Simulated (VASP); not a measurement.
# AlCu3 (Pm-3m) in VASP: single point with PBEsol

Aim: the single point of AlCu3 with PBEsol.

Program: VASP 6.6.1. These are calculated values, not measurements. Logs are shortened: lines on timing, memory, paths and dates and some standing lists are left out, and cuts for length are marked.

### Step 1. The cell of the first run

The structure is cubic, space group Pm-3m (No. 221). Conventional cell: a = 3.637 Å, b = 3.637 Å, c = 3.637 Å, α = 90.00°, β = 90.00°, γ = 90.00°. Cu (site symmetry 4/mmm) has 8 Cu at 2.57 Å and 4 Al at 2.57 Å within 3.4 Å. Within 3.4 Å of Al (site symmetry m-3m) lie 12 Cu at 2.57 Å.

### Step 2. Single point, PBEsol

Input file INCAR:

```
SYSTEM = AlCu3
PREC = Accurate ; ENCUT = 520
EDIFF = 1E-6 ; ISMEAR = -1
SIGMA = 0.05 ; LREAL = .FALSE.
LASPH = .TRUE. ; NELM = 60
ALGO = Normal ; ISIF = 2
LWAVE = .FALSE. ; LCHARG = .FALSE.
GGA = PS ; NBANDS = 26
```

Input file KPOINTS:

```
Automatic mesh
0
G
  7 7 7
  0 0 0
```

Input file POSCAR:

```
AlCu3
1.0
    3.6373766700      0.0000000000      0.0000000000
    0.0000000000      3.6373766700      0.0000000000
    0.0000000000      0.0000000000      3.6373766700
Cu Al
3 1
Direct
    0.0000000000      0.5000000000      0.5000000000
    0.5000000000      0.0000000000      0.5000000000
    0.5000000000      0.5000000000      0.0000000000
    0.0000000000      0.0000000000      0.0000000000
```

Potentials or basis: VASP PAW PBE potentials, release 64 (Cu, Al).

Run with:

```
$ cat potpaw_PBE.64/Cu/POTCAR potpaw_PBE.64/Al/POTCAR > POTCAR
$ mpirun -np 1 vasp_std > vasp.out
```

OUTCAR:

```text
SYSTEM = AlCu3
   PREC = Accurate
   ENCUT = 520
   EDIFF = 1E-6
   ISMEAR = -1
   LREAL = .FALSE.
   LASPH = .TRUE.
   NELM = 60
   ISIF = 2
   GGA = PS

 ion  position               nearest neighbor table
   1  0.000  0.500  0.500-   2 2.57   3 2.57   4 2.57   3 2.57   4 2.57   2 2.57   4 2.57   4 2.57
                             2 2.57   3 2.57   3 2.57   2 2.57
   2  0.500  0.000  0.500-   1 2.57   3 2.57   4 2.57   3 2.57   4 2.57   1 2.57   3 2.57   3 2.57
                             1 2.57   4 2.57   4 2.57   1 2.57
   3  0.500  0.500  0.000-   1 2.57   2 2.57   4 2.57   1 2.57   2 2.57   2 2.57   4 2.57   2 2.57
                             1 2.57   4 2.57   1 2.57   4 2.57
   4  0.000  0.000  0.000-   1 2.57   2 2.57   3 2.57   1 2.57   2 2.57   1 2.57   3 2.57   1 2.57
                             2 2.57   3 2.57   2 2.57   3 2.57

  LATTYP: Found a simple cubic cell.
 ALAT       =     3.6373766700

  Lattice vectors:

 A1 = (   3.6373766700,   0.0000000000,   0.0000000000)
 A2 = (   0.0000000000,   3.6373766700,   0.0000000000)
 A3 = (   0.0000000000,   0.0000000000,   3.6373766700)

Analysis of symmetry for initial positions (statically):
=====================================================================
 Subroutine PRICEL returns:
 Original cell was already a primitive cell.

 Routine SETGRP: Setting up the symmetry group for a
 simple cubic supercell.

 Subroutine GETGRP returns: Found 48 space group operations
 (whereof 48 operations were pure point group operations)
 out of a pool of 48 trial point group operations.

The static configuration has the point symmetry O_h .

Analysis of symmetry for dynamics (positions and initial velocities):
=====================================================================
 Subroutine PRICEL returns:
 Original cell was already a primitive cell.

 Routine SETGRP: Setting up the symmetry group for a
 simple cubic supercell.

 Subroutine GETGRP returns: Found 48 space group operations
 (whereof 48 operations were pure point group operations)
 out of a pool of 48 trial point group operations.

The dynamic configuration has the point symmetry O_h .

 Subroutine INISYM returns: Found 48 space group operations
 (whereof 48 operations are pure point group operations),
 and found     1 'primitive' translations

----------------------------------------------------------------------------------------

                                     Primitive cell

  volume of cell :      48.1243

  direct lattice vectors                    reciprocal lattice vectors
     3.637376670  0.000000000  0.000000000     0.274923411  0.000000000  0.000000000
     0.000000000  3.637376670  0.000000000     0.000000000  0.274923411  0.000000000
     0.000000000  0.000000000  3.637376670     0.000000000  0.000000000  0.274923411

  length of vectors
     3.637376670  3.637376670  3.637376670     0.274923411  0.274923411  0.274923411

  position of ions in fractional coordinates (direct lattice)
     0.000000000  0.500000000  0.500000000
     0.500000000  0.000000000  0.500000000
     0.500000000  0.500000000  0.000000000
     0.000000000  0.000000000  0.000000000

  ion indices of the primitive-cell ions
   primitive index   ion index
                 1           1
                 2           2
                 3           3
                 4           4

----------------------------------------------------------------------------------------

 KPOINTS: Automatic mesh

Automatic generation of k-mesh.
 Grid dimensions read from file:
 generate k-points for:    7    7    7

 Generating k-lattice:

  Cartesian coordinates                     Fractional coordinates (reciprocal lattice)
     0.039274773  0.000000000  0.000000000     0.142857143  0.000000000  0.000000000
     0.000000000  0.039274773  0.000000000     0.000000000  0.142857143  0.000000000
     0.000000000  0.000000000  0.039274773     0.000000000  0.000000000  0.142857143

  Length of vectors
     0.039274773  0.039274773  0.039274773

  Shift w.r.t. Gamma in fractional coordinates (k-lattice)
     0.000000000  0.000000000  0.000000000

 Subroutine IBZKPT returns following result:
 ===========================================

 Found     20 irreducible k-points:

 Following reciprocal coordinates:
            Coordinates               Weight
  0.000000  0.000000  0.000000      1.000000
  0.142857  0.000000  0.000000      6.000000
  0.285714  0.000000  0.000000      6.000000
  0.428571  0.000000  0.000000      6.000000
  0.142857  0.142857  0.000000     12.000000
  0.285714  0.142857  0.000000     24.000000
[... 12 lines left out ...]
  0.428571  0.428571  0.285714     24.000000
  0.428571  0.428571  0.428571      8.000000
   k-points           NKPTS =     20   k-points in BZ     NKDIM =     20   number of bands    NBANDS=     26
   number of dos      NEDOS =    301   number of ions     NIONS =      4
   total plane-waves  NPLWV =  21952
   dimension x,y,z NGX =    28 NGY =   28 NGZ =   28
   dimension x,y,z NGXF=    56 NGYF=   56 NGZF=   56
   ions per type =               3   1
   NGX,Y,Z   is equivalent  to a cutoff of  12.80, 12.80, 12.80 a.u.
   NGXF,Y,Z  is equivalent  to a cutoff of  25.59, 25.59, 25.59 a.u.
 SYSTEM =  AlCu3
   PREC   = accura    normal or accurate (medium, high low for compatibility)
   ISTART =      0    job   : 0-new  1-cont  2-samecut
   ICHARG =      2    charge: 1-file 2-atom 10-const
   ISPIN  =      1    spin polarized calculation?
   LNONCOLLINEAR =      F non collinear calculations
   LSORBIT =      F    spin-orbit coupling
   LASPH  =      T    aspherical Exc in radial PAW
   ENCUT  =  520.0 eV  38.22 Ry    6.18 a.u.   6.76  6.76  6.76*2*pi/ulx,y,z
   NELM   =     60;   NELMIN=  2; NELMDL= -5     # of ELM steps
   EDIFF  = 0.1E-05   stopping-criterion for ELM
   LREAL  =      F    real-space projection
   EDIFFG = 0.1E-04   stopping-criterion for IOM
   NSW    =      0    number of steps for IOM
   IBRION =     -1    ionic relax: 0-MD 1-quasi-New 2-CG
   NFREE  =      0    steps in history (QN), initial steepest desc. (CG)
   ISIF   =      2    stress and relaxation
   ISYM   =      2    0-nonsym 1-usesym 2-fastsym
   POTIM  = 0.5000    time-step for ionic-motion
   TEBEG  =    0.0;   TEEND  =   0.0 temperature during run
   PSTRESS=    0.0 pullay stress
   NELECT =      36.0000    total number of electrons
   NUPDOWN=      -1.0000    fix difference up-down
   EMIN   =  10.00;   EMAX   =-10.00  energy-range for DOS
   EFERMI =   0.00;   METHOD = LEGACY
   ISMEAR =    -1;   SIGMA  =   0.05  broadening in eV -4-tet -1-fermi 0-gaus
   EFERMI_NEDOS =   21; number of points for ismear=-14 and -15
   IALGO  =     38    algorithm
   IMIX   =      4    mixing-type and parameters
     AMIX     =   0.40;   BMIX     =  1.00
     AMIX_MAG =   1.60;   BMIX_MAG =  1.00
  volume/ion in A,a.u.               =      12.03        81.19
  Fermi-wavevector in a.u.,A,eV,Ry     =   1.486121  2.808361 30.049207  2.208554
  Thomas-Fermi vector in A             =   2.599447
   LORBIT       =      0    0 simple, 1 ext, 2 COOP (PROOUT), +10 PAW based schemes
   GGA     = PS    functional components
   LHFCALC =     F    Hartree Fock is set to
   AEXX    =    0.0000 exact exchange contribution
   IVDW    =     0    specifies the selected vdW correction
   LEPSILON=     F    determine dielectric tensor
   LRPA    =     F    only Hartree local field effects (RPA)
 non-spin polarized calculation
  energy-cutoff  :      520.00
  volume of cell :       48.12
 maximum number of plane-waves:      1313
 NGX is ok and might be reduce to    28
   NGX = 13   NGY = 13   NGZ = 13

 number of electron      35.9999993 magnetization

 Free energy of the ion-electron system (eV)
  ---------------------------------------------------
  ext. energy  EPLUGINS =         0.00000000
  ---------------------------------------------------
  free energy    TOTEN  =       -17.81577291 eV

  energy without entropy =      -17.81166925  energy(sigma->0) =      -17.81372108

 E-fermi :   8.6306     XC(G=0): -12.4771

 val. band max:        8.3033932050   @ k =   0.4286   0.2857   0.2857
 cond. band min:       8.7011794635   @ k =   0.2857   0.1429   0.0000
 fundamental gap:      0.3977862585
 Fermi energy:         8.6306064841

 k-point     1 :       0.0000    0.0000    0.0000
  band No.  band energies     occupation
      1      -2.1188      2.00000
      2       3.1701      2.00000
      3       3.7385      2.00000
      4       3.7385      2.00000
      5       4.0095      2.00000
      6       4.0095      2.00000
[... 18 lines left out ...]
     25      19.0907      0.00000
     26      20.4083      0.00000

 k-point     2 :       0.1429    0.0000    0.0000
  band No.  band energies     occupation
      1      -1.8821      2.00000
      2       3.2181      2.00000
      3       3.6344      2.00000
      4       3.8631      2.00000
      5       4.0430      2.00000
      6       4.0430      2.00000
[... 18 lines left out ...]
     25      18.3384      0.00000
     26      19.2921      0.00000

 k-point     3 :       0.2857    0.0000    0.0000
  band No.  band energies     occupation
      1      -1.1853      2.00000
      2       2.7668      2.00000
      3       3.6199      2.00000
      4       4.1308      2.00000
      5       4.1308      2.00000
      6       4.1718      2.00000
[... 18 lines left out ...]
     25      17.5767      0.00000
     26      18.2867      0.00000

 k-point     4 :       0.4286    0.0000    0.0000
  band No.  band energies     occupation
      1      -0.0954      2.00000
      2       1.4483      2.00000
      3       3.8236      2.00000
      4       4.2216      2.00000
      5       4.2216      2.00000
      6       4.2892      2.00000
[... 18 lines left out ...]
     25      16.4675      0.00000
     26      21.6446      0.00000
[... 380 lines left out ...]
      1       1.3851      2.00000
      2       2.6684      2.00000
      3       3.3748      2.00000
      4       4.0552      2.00000
      5       4.4066      2.00000
      6       4.5719      2.00000
[... 18 lines left out ...]
     25      20.2424      0.00000
     26      21.7281      0.00000

 k-point    19 :       0.4286    0.4286    0.2857
  band No.  band energies     occupation
      1       1.9537      2.00000
      2       2.9619      2.00000
      3       3.2490      2.00000
      4       3.7581      2.00000
      5       4.6319      2.00000
      6       4.6775      2.00000
[... 18 lines left out ...]
     25      22.8757      0.00000
     26      22.9127      0.00000

 k-point    20 :       0.4286    0.4286    0.4286
  band No.  band energies     occupation
      1       2.0997      2.00000
      2       3.2182      2.00000
      3       3.5046      2.00000
      4       3.5046      2.00000
      5       4.8665      2.00000
      6       4.8665      2.00000
[... 18 lines left out ...]
     25      23.6711      0.00000
     26      25.0732      0.00000

------------------------ aborting loop because EDIFF is reached ----------------------------------------

  FORCE on cell =-STRESS in cart. coord.  units (eV):
  Direction    XX          YY          ZZ          XY          YZ          ZX
  --------------------------------------------------------------------------------------
  -------------------------------------------------------------------------------------
  Total       -0.0854133     -0.0854133     -0.0854133     -0.0000000     -0.0000000      0.0000000
  in kB       -2.8436168     -2.8436168     -2.8436168     -0.0000000     -0.0000000      0.0000000
  external PRESSURE =      -2.8436168 kB  Pullay stress =       0.0000000 kB

 VOLUME and BASIS-vectors are now :
 -----------------------------------------------------------------------------
  energy-cutoff  :      520.00
  volume of cell :       48.12
      direct lattice vectors                 reciprocal lattice vectors
     3.637376670  0.000000000  0.000000000     0.274923411  0.000000000  0.000000000
     0.000000000  3.637376670  0.000000000     0.000000000  0.274923411  0.000000000
     0.000000000  0.000000000  3.637376670     0.000000000  0.000000000  0.274923411

 POSITION                                       TOTAL-FORCE (eV/Angst)
 -----------------------------------------------------------------------------------
      0.00000      1.81869      1.81869         0.000000      0.000000      0.000000
      1.81869      0.00000      1.81869         0.000000      0.000000      0.000000
      1.81869      1.81869      0.00000         0.000000      0.000000      0.000000
      0.00000      0.00000      0.00000         0.000000      0.000000      0.000000
 -----------------------------------------------------------------------------------
    total drift:                                0.000000      0.000000      0.000000

  FREE ENERGIE OF THE ION-ELECTRON SYSTEM (eV)
  ---------------------------------------------------
  free  energy   TOTEN  =       -17.8157729127 eV

  energy  without entropy=      -17.8116692540  energy(sigma->0) =      -17.81372108
```

It took 20 s on 1 thread of AMD EPYC 9R45 (Zen 5), shared host; peak memory 0.13 GiB.

Results:

* Free energy: -17.8158 eV
* Pressure: -0.3 GPa
* Band gap on the k mesh: zero (band 18 reaches 11.54 eV, above the bottom of band 19 at 6.95 eV)

Levels at points of the mesh, in eV from the Fermi level:
| k point | band 15 | band 16 | band 17 | band 18 | band 19 | band 20 | band 21 | band 22 |
| --- | --- | --- | --- | --- | --- | --- | --- | --- |
| (0.00, 0.00, 0.00) | -2.11 | -2.11 | -0.35 | -0.35 | -0.35 | 4.33 | 4.33 | 5.03 |

Caveat: the PAW data sets were made with another functional, which shifts forces and pressure a little.
